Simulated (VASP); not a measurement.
# ZnS (F-43m) in VASP: single point with HSE06

Aim: the single point of ZnS with HSE06.

All numbers are computed with VASP 6.6.1; they aren't measurements. Logs are shortened: lines on timing, memory, paths and dates and some standing lists are left out, and cuts for length are marked.

## Step 1: The cell of the first run

The structure is cubic, space group F-43m (No. 216). The conventional cell has a = 5.425 Å, b = 5.425 Å, c = 5.425 Å, α = 90.00°, β = 90.00°, γ = 90.00°. Zn (site symmetry -43m) has 4 S at 2.35 Å within 3.1 Å. Within 3.1 Å of S (site symmetry -43m) lie 4 Zn at 2.35 Å.

## Step 2: Single point, HSE06

File POSCAR:

```
ZnS
1.0
    0.0000000000      2.7125325299      2.7125325299
    2.7125325299      0.0000000000      2.7125325299
    2.7125325299      2.7125325299      0.0000000000
Zn S
1 1
Direct
    0.0000000000      0.0000000000      0.0000000000
    0.2500000000      0.2500000000      0.2500000000
```

File INCAR.step1:

```
SYSTEM = ZnS
  ALGO = Normal
  EDIFF = 1E-5
  ENCUT = 520
  GGA = PE
  ISIF = 2
  ISMEAR = -1
  LASPH = .True.
  LCHARG = .False.
  LREAL = .False.
  LWAVE = .True.
  NBANDS = 16
  NELM = 60
  PREC = Accurate
  SIGMA = 0.02
```

File INCAR.step2:

```
SYSTEM = ZnS
  ALGO = Normal
  EDIFF = 1E-6
  ENCUT = 520
  GGA = PE
  HFSCREEN = 0.2079
  ISIF = 2
  ISMEAR = -1
  ISTART = 1
  LASPH = .True.
  LCHARG = .False.
  LHFCALC = .True.
  LREAL = .False.
  LWAVE = .False.
  NBANDS = 16
  NELM = 60
  PREC = Accurate
  PRECFOCK = Normal
  SIGMA = 0.02
```

File KPOINTS:

```
k-points
0
Gamma
  6 6 6
  0 0 0
```

Potentials or basis: VASP PAW PBE potentials, release 64 (Zn, S).

Command:

```
$ cat potpaw_PBE.64/Zn/POTCAR potpaw_PBE.64/S/POTCAR > POTCAR
$ cp INCAR.step1 INCAR
$ mpirun -np 1 vasp_std > vasp.out
$ cp INCAR.step2 INCAR
$ mpirun -np 1 vasp_std > vasp.out
```

OUTCAR:

```text
SYSTEM = ZnS
   EDIFF = 1E-6
   ENCUT = 520
   GGA = PE
   HFSCREEN = 0.2079
   ISIF = 2
   ISMEAR = -1
   ISTART = 1
   LASPH = .True.
   LHFCALC = .True.
   LREAL = .False.
   NELM = 60
   PREC = Accurate
   PRECFOCK = Normal

 ion  position               nearest neighbor table
   1  0.000  0.000  0.000-   2 2.35   2 2.35   2 2.35   2 2.35
   2  0.250  0.250  0.250-   1 2.35   1 2.35   1 2.35   1 2.35

  LATTYP: Found a face centered cubic cell.
 ALAT       =     5.4250650598

  Lattice vectors:

 A1 = (   0.0000000000,   2.7125325299,   2.7125325299)
 A2 = (   2.7125325299,   0.0000000000,   2.7125325299)
 A3 = (   2.7125325299,   2.7125325299,   0.0000000000)

Analysis of symmetry for initial positions (statically):
=====================================================================
 Subroutine PRICEL returns:
 Original cell was already a primitive cell.

 Routine SETGRP: Setting up the symmetry group for a
 face centered cubic supercell.

 Subroutine GETGRP returns: Found 24 space group operations
 (whereof 24 operations were pure point group operations)
 out of a pool of 48 trial point group operations.

The static configuration has the point symmetry T_d .

Analysis of symmetry for dynamics (positions and initial velocities):
=====================================================================
 Subroutine PRICEL returns:
 Original cell was already a primitive cell.

 Routine SETGRP: Setting up the symmetry group for a
 face centered cubic supercell.

 Subroutine GETGRP returns: Found 24 space group operations
 (whereof 24 operations were pure point group operations)
 out of a pool of 48 trial point group operations.

The dynamic configuration has the point symmetry T_d .

 Subroutine INISYM returns: Found 24 space group operations
 (whereof 24 operations are pure point group operations),
 and found     1 'primitive' translations

----------------------------------------------------------------------------------------

                                     Primitive cell

  volume of cell :      39.9167

  direct lattice vectors                    reciprocal lattice vectors
     0.000000000  2.712532530  2.712532530    -0.184329587  0.184329587  0.184329587
     2.712532530  0.000000000  2.712532530     0.184329587 -0.184329587  0.184329587
     2.712532530  2.712532530  0.000000000     0.184329587  0.184329587 -0.184329587

  length of vectors
     3.836100292  3.836100292  3.836100292     0.319268209  0.319268209  0.319268209

  position of ions in fractional coordinates (direct lattice)
     0.000000000  0.000000000  0.000000000
     0.250000000  0.250000000  0.250000000

  ion indices of the primitive-cell ions
   primitive index   ion index
                 1           1
                 2           2

----------------------------------------------------------------------------------------

 KPOINTS: k-points

Automatic generation of k-mesh.
 Grid dimensions read from file:
 generate k-points for:    6    6    6

 Generating k-lattice:

  Cartesian coordinates                     Fractional coordinates (reciprocal lattice)
    -0.030721598  0.030721598  0.030721598     0.166666667  0.000000000  0.000000000
     0.030721598 -0.030721598  0.030721598     0.000000000  0.166666667  0.000000000
     0.030721598  0.030721598 -0.030721598     0.000000000  0.000000000  0.166666667

  Length of vectors
     0.053211368  0.053211368  0.053211368

  Shift w.r.t. Gamma in fractional coordinates (k-lattice)
     0.000000000  0.000000000  0.000000000

 Subroutine IBZKPT returns following result:
 ===========================================

 Found     16 irreducible k-points:

 Following reciprocal coordinates:
            Coordinates               Weight
  0.000000  0.000000  0.000000      1.000000
  0.166667  0.000000  0.000000      8.000000
  0.333333  0.000000  0.000000      8.000000
  0.500000  0.000000  0.000000      4.000000
  0.166667  0.166667  0.000000      6.000000
  0.333333  0.166667  0.000000     24.000000
[... 8 lines left out ...]
 -0.333333  0.333333  0.166667     24.000000
 -0.333333  0.500000  0.166667     12.000000
   k-points           NKPTS =     16   k-points in BZ     NKDIM =    216   number of bands    NBANDS=     16
   number of dos      NEDOS =    301   number of ions     NIONS =      2
   total plane-waves  NPLWV =  27000
   dimension x,y,z NGX =    30 NGY =   30 NGZ =   30
   dimension x,y,z NGXF=    60 NGYF=   60 NGZF=   60
   ions per type =               1   1
   NGX,Y,Z   is equivalent  to a cutoff of  13.00, 13.00, 13.00 a.u.
   NGXF,Y,Z  is equivalent  to a cutoff of  26.00, 26.00, 26.00 a.u.
 SYSTEM =  ZnS
   PREC   = accura    normal or accurate (medium, high low for compatibility)
   ISTART =      1    job   : 0-new  1-cont  2-samecut
   ICHARG =      0    charge: 1-file 2-atom 10-const
   ISPIN  =      1    spin polarized calculation?
   LNONCOLLINEAR =      F non collinear calculations
   LSORBIT =      F    spin-orbit coupling
   LASPH  =      T    aspherical Exc in radial PAW
   ENCUT  =  520.0 eV  38.22 Ry    6.18 a.u.   7.13  7.13  7.13*2*pi/ulx,y,z
   NELM   =     60;   NELMIN=  2; NELMDL=  0     # of ELM steps
   EDIFF  = 0.1E-05   stopping-criterion for ELM
   LREAL  =      F    real-space projection
   EDIFFG = 0.1E-04   stopping-criterion for IOM
   NSW    =      0    number of steps for IOM
   IBRION =     -1    ionic relax: 0-MD 1-quasi-New 2-CG
   NFREE  =      0    steps in history (QN), initial steepest desc. (CG)
   ISIF   =      2    stress and relaxation
   ISYM   =      3    0-nonsym 1-usesym 2-fastsym
   POTIM  = 0.5000    time-step for ionic-motion
   TEBEG  =    0.0;   TEEND  =   0.0 temperature during run
   PSTRESS=    0.0 pullay stress
   NELECT =      18.0000    total number of electrons
   NUPDOWN=      -1.0000    fix difference up-down
   EMIN   =  10.00;   EMAX   =-10.00  energy-range for DOS
   EFERMI =   0.00;   METHOD = LEGACY
   ISMEAR =    -1;   SIGMA  =   0.02  broadening in eV -4-tet -1-fermi 0-gaus
   EFERMI_NEDOS =   21; number of points for ismear=-14 and -15
   IALGO  =     38    algorithm
   IMIX   =      1    mixing-type and parameters
     AMIX     =   0.40;   BMIX     =  1.00
     AMIX_MAG =   1.60;   BMIX_MAG =  1.00
  volume/ion in A,a.u.               =      19.96       134.69
  Fermi-wavevector in a.u.,A,eV,Ry     =   1.255396  2.372354 21.443039  1.576019
  Thomas-Fermi vector in A             =   2.389155
   LORBIT       =      0    0 simple, 1 ext, 2 COOP (PROOUT), +10 PAW based schemes
   GGA     = PE    functional components
   LHFCALC =     T    Hartree Fock is set to
   PRECFOCK=normal    Normal, Fast or Accurate (Low or Medium for compatibility)
   ENCUT4O =  -1.0   cutoff for four orbital integrals eV
   NKREDX  =     1    reduce k-point grid by
   NKREDY  =     1    reduce k-point grid by
   NKREDZ  =     1    reduce k-point grid by
   AEXX    =    0.2500 exact exchange contribution
   HFSCREEN=    0.2079 screening length (either q_TF or 0.3 A-1)
   HFSCREENC=   0.2079 screening length for correlation (either q_TF or 0.3 A-1)
   ENCUTFOCK=  -1.0 apply spherical cutoff to Coloumb kernel
   IVDW    =     0    specifies the selected vdW correction
   LEPSILON=     F    determine dielectric tensor
   LRPA    =     F    only Hartree local field effects (RPA)
 non-spin polarized calculation
  energy-cutoff  :      520.00
  volume of cell :       39.92
 maximum number of plane-waves:      1090
 NGX is ok and might be reduce to    30
  NGX = 24; NGY = 24; NGZ = 24

 number of electron      18.0000013 magnetization

 Free energy of the ion-electron system (eV)
  ---------------------------------------------------
  ext. energy  EPLUGINS =         0.00000000
  ---------------------------------------------------
  free energy    TOTEN  =        -8.37377588 eV

  energy without entropy =       -8.37377588  energy(sigma->0) =       -8.37377588

 E-fermi :   1.7708     XC(G=0):  -7.9291

 val. band max:        1.2779082314   @ k =   0.0000   0.0000   0.0000
 cond. band min:       4.5472875788   @ k =   0.0000   0.0000   0.0000
 fundamental gap:      3.2693793474
 Fermi energy:         1.7708316027

 k-point     1 :       0.0000    0.0000    0.0000
  band No.  band energies     occupation
      1     -12.9603      2.00000
      2      -6.5315      2.00000
      3      -6.5315      2.00000
      4      -6.5315      2.00000
      5      -6.0998      2.00000
      6      -6.0998      2.00000
[... 8 lines left out ...]
     15      14.4499      0.00000
     16      14.5887      0.00000

 k-point     2 :       0.1667    0.0000    0.0000
  band No.  band energies     occupation
      1     -12.7467      2.00000
      2      -6.4994      2.00000
      3      -6.4994      2.00000
      4      -6.4917      2.00000
      5      -6.1015      2.00000
      6      -6.1015      2.00000
[... 8 lines left out ...]
     15      13.5855      0.00000
     16      15.3159      0.00000

 k-point     3 :       0.3333    0.0000    0.0000
  band No.  band energies     occupation
      1     -12.2678      2.00000
      2      -6.4459      2.00000
      3      -6.4459      2.00000
      4      -6.2582      2.00000
      5      -6.0906      2.00000
      6      -6.0906      2.00000
[... 8 lines left out ...]
     15      14.2632      0.00000
     16      14.4308      0.00000

 k-point     4 :       0.5000    0.0000    0.0000
  band No.  band energies     occupation
      1     -11.9953      2.00000
      2      -6.4267      2.00000
      3      -6.4267      2.00000
      4      -6.0757      2.00000
      5      -6.0757      2.00000
      6      -5.8697      2.00000
[... 8 lines left out ...]
     15      16.2442      0.00000
     16      16.2442      0.00000
[... 172 lines left out ...]
 k-point    14 :       0.5000    0.3333    0.1667
  band No.  band energies     occupation
      1     -11.9395      2.00000
      2      -6.3915      2.00000
      3      -6.3660      2.00000
      4      -6.2251      2.00000
      5      -6.0756      2.00000
      6      -5.9718      2.00000
[... 8 lines left out ...]
     15      16.7922      0.00000
     16      17.4687      0.00000

 k-point    15 :      -0.3333    0.3333    0.1667
  band No.  band energies     occupation
      1     -11.7562      2.00000
      2      -6.3808      2.00000
      3      -6.3316      2.00000
      4      -6.1459      2.00000
      5      -6.0969      2.00000
      6      -5.7377      2.00000
[... 8 lines left out ...]
     15      16.5108      0.00000
     16      17.3189      0.00000

 k-point    16 :      -0.3333    0.5000    0.1667
  band No.  band energies     occupation
      1     -11.6720      2.00000
      2      -6.3767      2.00000
      3      -6.2857      2.00000
      4      -6.1858      2.00000
      5      -6.0756      2.00000
      6      -5.7080      2.00000
[... 8 lines left out ...]
     15      16.8283      0.00000
     16      17.6070      0.00000

------------------------ aborting loop because EDIFF is reached ----------------------------------------

  FORCE on cell =-STRESS in cart. coord.  units (eV):
  Direction    XX          YY          ZZ          XY          YZ          ZX
  --------------------------------------------------------------------------------------
  -------------------------------------------------------------------------------------
  Total       -0.0003780     -0.0003780     -0.0003780      0.0000000      0.0000000     -0.0000000
  in kB       -0.0151725     -0.0151725     -0.0151725      0.0000000      0.0000000     -0.0000000
  external PRESSURE =      -0.0151725 kB  Pullay stress =       0.0000000 kB

 VOLUME and BASIS-vectors are now :
 -----------------------------------------------------------------------------
  energy-cutoff  :      520.00
  volume of cell :       39.92
      direct lattice vectors                 reciprocal lattice vectors
     0.000000000  2.712532530  2.712532530    -0.184329587  0.184329587  0.184329587
     2.712532530  0.000000000  2.712532530     0.184329587 -0.184329587  0.184329587
     2.712532530  2.712532530  0.000000000     0.184329587  0.184329587 -0.184329587

 POSITION                                       TOTAL-FORCE (eV/Angst)
 -----------------------------------------------------------------------------------
      0.00000      0.00000      0.00000         0.000000      0.000000      0.000000
      1.35627      1.35627      1.35627        -0.000000     -0.000000     -0.000000
 -----------------------------------------------------------------------------------
    total drift:                                0.000065      0.000063      0.000029

  FREE ENERGIE OF THE ION-ELECTRON SYSTEM (eV)
  ---------------------------------------------------
  free  energy   TOTEN  =        -8.3737758753 eV

  energy  without entropy=       -8.3737758753  energy(sigma->0) =       -8.37377588
```

Wall time 63 min (1 thread of Intel Xeon Platinum 8259CL at 2.50GHz (Skylake/Cascade Lake), shared host); peak memory 0.29 GiB.

Results:

```yaml
Free_energy: -8.3738 eV
Pressure: 0.0 GPa
Band_gap_on_the_k_mesh: 3.27 eV
```

Caveat: the PAW data sets were made with another functional, which shifts forces and pressure a little.
